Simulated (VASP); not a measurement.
Runs of VASP 6.6.1 on CuF. The structure is that of space group Pm-3m (No. 221), or close to it. The cells are those of the table. 

| task | level | potentials or basis | cell | k mesh | cutoff (eV) | smearing | grid for exact exchange (PRECFOCK) | gap on the mesh (eV) | pressure (GPa) | relaxed volume (Å³/atom) |
| --- | --- | --- | --- | --- | --- | --- | --- | --- | --- | --- |
| relaxation of cell and atoms | r2SCAN | VASP PAW PBE potentials, release 64 (Cu, F) | relaxed from a = 2.794 Å, 2 atoms | 8 × 8 × 8 | 600 | fermi-dirac 0.02 eV | - | none | 0.1 | 10.26 |
| single point | LDA | VASP PAW LDA potentials, release 64 (Cu, F) | a = 2.738 Å, 2 atoms | 10 × 10 × 10 | 520 | fermi-dirac 0.02 eV | - | none | -7.6 | - |
| single point | PBE0 | VASP PAW PBE potentials, release 64 (Cu, F) | a = 2.738 Å, 2 atoms | 6 × 6 × 6 | 520 | gaussian 0.01 eV | Normal | none | 2.7 | - |
| single point | r2SCAN | VASP PAW PBE potentials, release 64 (Cu, F) | a = 2.738 Å, 2 atoms | 8 × 8 × 8 | 520 | fermi-dirac 0.02 eV | - | none | (a) | - |
| relaxation of cell and atoms | LDA | VASP PAW LDA potentials, release 64 (Cu, F) | relaxed from a = 2.794 Å, 2 atoms | 8 × 8 × 8 | 600 | fermi-dirac 0.02 eV | - | none | -0.1 | 9.62 |
| single point | LDA | VASP PAW LDA potentials, release 64 (Cu, F) | a = 2.679 Å, 2 atoms | 8 × 8 × 8 | 520 | fermi-dirac 0.02 eV | - | none | (b) | - |
| single point | r2SCAN | VASP PAW PBE potentials, release 64 (Cu, F) | a = 2.738 Å, 2 atoms | 10 × 10 × 10 | 520 | fermi-dirac 0.02 eV | - | none | -0.1 | - |
| single point | PBE | VASP PAW PBE potentials, release 64 (Cu, F) | a = 2.738 Å, 2 atoms | 10 × 10 × 10 | 520 | fermi-dirac 0.02 eV | - | none | 6.5 | - |

Alike in all rows: no spin polarisation.

Task: Estimate the missing entries.

Result: (a) -0.2; (b) 0.0.

Caveats: some runs use coarse meshes; semilocal functionals often make such compounds metallic where correlation or magnetic order opens a gap, which also shifts bond lengths (some runs); the PAW data sets were made with another functional, which shifts forces and pressure a little (some runs).

A gap of «none» marks levels without a gap at the run's occupations.
